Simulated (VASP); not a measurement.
Wanted: the native input for a VASP 6.6.1 run.

| Quantity | Value |
| --- | --- |
| Task | single point |
| Functional | HSE06 |
| Potentials or basis | VASP PAW PBE potentials, release 64 (Pb_d, I) |
| Cutoff | 400 eV |
| k mesh | 6 × 6 × 2 |
| Occupations | gaussian, width 0.01 eV |
| Spin | no spin polarisation |
| Dipole correction | no |
| Grid for exact exchange (PRECFOCK) | Normal |
| Further INCAR settings | ALGO = Normal; EDIFF = 1e-06; NBANDS = 21 |
| Share of exact exchange | 0.25 |
| Screening parameter | 0.2079 1/Å |

Crystal: PbI2.

```xyz
3
Lattice="4.5641 0.0000 0.0000 -2.2820 3.9526 0.0000 0.0000 0.0000 7.0475" Properties=species:S:1:pos:R:3 pbc="T T T"
Pb    0.0000    0.0000    0.0000
I     0.0000    2.6351    1.8796
I     2.2820    1.3175    5.1679
```

The input as run:

POSCAR

```
PbI2
1.0
    4.5640817254      0.0000000000      0.0000000000
   -2.2820408627      3.9526107191      0.0000000000
    0.0000000000      0.0000000000      7.0475120745
Pb I
1 2
Direct
    0.0000000000      0.0000000000      0.0000000000
    0.3333333333      0.6666666667      0.2667068028
    0.6666666667      0.3333333333      0.7332931972
```

INCAR.step1

```
SYSTEM = PbI2
PREC = Accurate ; ENCUT = 400
EDIFF = 1E-5 ; ISMEAR = 0
SIGMA = 0.01 ; LREAL = .FALSE.
LASPH = .TRUE. ; NELM = 120
ALGO = Normal ; ISIF = 2
LWAVE = .TRUE. ; LCHARG = .FALSE.
NBANDS = 21 ; GGA = PE
GGA_COMPAT = .FALSE.
```

INCAR.step2

```
SYSTEM = PbI2
PREC = Accurate ; ENCUT = 400
EDIFF = 1E-6 ; ISMEAR = 0
SIGMA = 0.01 ; LREAL = .FALSE.
LASPH = .TRUE. ; NELM = 120
ALGO = Normal ; ISIF = 2
LWAVE = .FALSE. ; LCHARG = .FALSE.
GGA = PE ; LHFCALC = .TRUE.
HFSCREEN = 0.2079 ; PRECFOCK = Normal
NBANDS = 21 ; ISTART = 1
GGA_COMPAT = .FALSE.
```

KPOINTS

```
Automatic mesh
0
G
  6 6 2
  0 0 0
```

Potentials or basis: VASP PAW PBE potentials, release 64 (Pb_d, I).

Run with:

```bash
$ cat potpaw_PBE.64/Pb_d/POTCAR potpaw_PBE.64/I/POTCAR > POTCAR
$ cp INCAR.step1 INCAR
$ mpirun -np 1 vasp_std > vasp.out
$ cp INCAR.step2 INCAR
$ mpirun -np 1 vasp_std > vasp.out
```

Results of the run:

```json
{"Pressure": "0.7 GPa", "Largest force": "0.077 eV/Å", "Band gap on the k mesh": "2.93 eV"}
```

Caveat: the k points lie up to 0.45 Å⁻¹ apart; the PAW data sets were made with another functional, which shifts forces and pressure a little; spin-orbit coupling is left out, which moves the levels of the heavy elements; this functional lacks dispersion, which binds layers or chains, so the pressure and a relaxed spacing across them are unreliable.

It took 30 min on 1 thread of Intel(R) Xeon(R) Platinum 8488C (Sapphire Rapids), on a shared host, peak memory 0.34 GiB.
